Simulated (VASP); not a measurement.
Set up this calculation in VASP 6.6.1, as the native input.

* Task: relaxation of the atoms
* Functional: PBE
* Potentials or basis: VASP PAW PBE potentials, release 64 (Sn_d, O)
* Cutoff: 520 eV
* k mesh: 7 × 7 × 9
* Occupations: fermi-dirac, width 0.02 eV
* Spin: no spin polarisation
* Dipole correction: no
* Further INCAR settings: ALGO = Normal; EDIFF = 1e-06; IBRION = 2; EDIFFG = -0.02; NSW = 80

The structure of SnO2 (Cassiterite) lies in POSCAR:

```
SnO2
1.0
    4.7380000000      0.0000000000      0.0000000000
    0.0000000000      4.7380000000      0.0000000000
    0.0000000000      0.0000000000      3.1865000000
Sn O
2 4
Direct
    0.0000000000      0.0000000000      0.0000000000
    0.5000000000      0.5000000000      0.5000000000
    0.3071000000      0.3071000000      0.0000000000
    0.1929000000      0.8071000000      0.5000000000
    0.6929000000      0.6929000000      0.0000000000
    0.8071000000      0.1929000000      0.5000000000
```

The input as run:

INCAR

```
SYSTEM = SnO2
PREC = Accurate ; ENCUT = 520
EDIFF = 1E-6 ; ISMEAR = -1
SIGMA = 0.02 ; LREAL = .False.
LASPH = .True. ; NELM = 80
ALGO = Normal ; ISIF = 2
LWAVE = .False. ; LCHARG = .False.
GGA = PE ; IBRION = 2
NSW = 80 ; EDIFFG = -0.02
```

KPOINTS

```
regular mesh
0
Gamma
  7 7 9
  0 0 0
```

Potentials or basis: VASP PAW PBE potentials, release 64 (Sn_d, O).

The run is started by

```sh
$ cat potpaw_PBE.64/Sn_d/POTCAR potpaw_PBE.64/O/POTCAR > POTCAR
$ mpirun -np 1 vasp_std > vasp.out
```

Results of the run:

The energy gained by relaxing is 1.2 meV/atom, the ionic steps are 3 and the pressure after relaxing is 11.4 GPa. The band gap on the k mesh is 1.23 eV, direct.

Caveat: spin-orbit coupling is left out, which moves the levels of the heavy elements.

It took 4.6 min on 1 thread of Intel Xeon 8259CL (shared host), peak memory 0.23 GiB.
